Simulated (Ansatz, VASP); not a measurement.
# Two plane-wave programs on Al

File INCAR:

```
PREC     = Accurate       # precision mode
ENCUT    = 520            # plane-wave cutoff, eV
EDIFF    = 1E-6           # SCF threshold, eV
ISMEAR   = 0              # smearing method
SIGMA    = 0.15           # smearing width, eV
LREAL    = F              # projectors in reciprocal space
LASPH    = T              # aspherical terms in the spheres
NELM     = 60             # most SCF steps
ALGO     = Normal         # electronic algorithm
ISIF     = 2              # what is computed and relaxed
LWAVE    = F              # write WAVECAR
LCHARG   = T              # write CHGCAR
GGA      = PE             # functional
IVDW     = 12             # dispersion correction
LELF     = T              # ELF
LVHAR    = T            
NBANDS   = 8              # bands
```

Contents of KPOINTS:

```
regular mesh
0
Gamma
  22 22 22
```

Contents of POSCAR:

```
Al
1.0
    0.0000000000      1.7843534742      2.0823405044
    1.7843534742      0.0000000000      2.0823405044
    1.7843534742      1.7843534742      0.0000000000
Al
1
Direct
    0.0000000000      0.0000000000      0.0000000000
```

Input for Ansatz:

```yaml
crystal:
  lattice:
    - [0.0, 1.7843534742, 2.0823405044]
    - [1.7843534742, 0.0, 2.0823405044]
    - [1.7843534742, 1.7843534742, 0.0]
  atoms:
    - { symbol: Al, position: [0.0, 0.0, 0.0] }
basis:
  ecutwfc: 420
kpoints:
  mp_grid: { grid: [22, 22, 22] }
hamiltonian:
  xc: pbe
  pseudopotentials: { kind: paw, azcp: { folder: soft_1 } }
  dispersion: d3bj
scf:
  occupations: { method: gaussian, width: 0.15 }
output:
  forces: true
  stress: true
  eigenvalues: true
  write_density: true
  write_potential: true
  elf: true
  volumetric_format: npy
```

Alike in both runs: task single point; functional PBE; dispersion D3(BJ); k mesh 22 × 22 × 22; occupations gaussian, width 0.15 eV; no spin polarisation.

|  | VASP | Ansatz |
| --- | --- | --- |
| version | VASP 6.6.1 | Ansatz 0.2.0 |
| potentials or method | VASP PAW PBE potentials, release 64 (Al), cutoff 520 eV | scalar-relativistic, plane waves, PAW |
| valence electrons in the cell | 3 | 3 |

|  | VASP | Ansatz | Ansatz less VASP |
| --- | --- | --- | --- |
| gap on the k mesh at the Fermi level (eV) | none | none | - |
| pressure (GPa) | 25.1 | 25.1 | -0.05 |
| traceless stress, the component that is largest in VASP (GPa) | -16.17 | -16.16 | +0.013 |

A gap of «none» marks a metal or a gap that the smearing closes.
